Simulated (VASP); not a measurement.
TaTe, 2 atoms in the cell. It takes space group Pm-3m (No. 221, cubic). Conventional cell: a = 3.420 Å, b = 3.420 Å, c = 3.420 Å, α = 90.00°, β = 90.00°, γ = 90.00°. Within 3.9 Å of Ta (site symmetry m-3m) lie 8 Te at 2.96 Å and 6 Ta at 3.42 Å. Te (site symmetry m-3m) has 8 Ta at 2.96 Å and 6 Te at 3.42 Å within 3.9 Å. 

- Program: VASP 6.6.1
- Task: elastic constants
- Functional: PBE
- Potentials or basis: VASP PAW PBE potentials, release 64 (Ta_pv, Te)
- Cutoff: 500 eV
- k mesh: 6 × 6 × 6
- Occupations: fermi-dirac, width 0.05 eV
- Spin: no spin polarisation
- Dipole correction: no
- Ions in elastic constants: relaxed
- Further INCAR settings: ALGO = Normal; EDIFF = 1e-08; NBANDS = 16; IBRION = 6; POTIM = 0.015; NSW = 1; ISIF = 3

Potentials or basis: VASP PAW PBE potentials, release 64 (Ta_pv, Te).

Run with:

```bash
$ cat potpaw_PBE.64/Ta_pv/POTCAR potpaw_PBE.64/Te/POTCAR > POTCAR
$ mpirun -np 1 vasp_std > vasp.out
```

Hardware: 1 thread of Intel Xeon 8259CL, on a shared host.

How long does it take, and how much memory?

Wall time 7.9 min on 1 thread of Intel Xeon 8259CL (shared host), peak memory 0.23 GiB. Counts: scf iterations 181, k points 20.
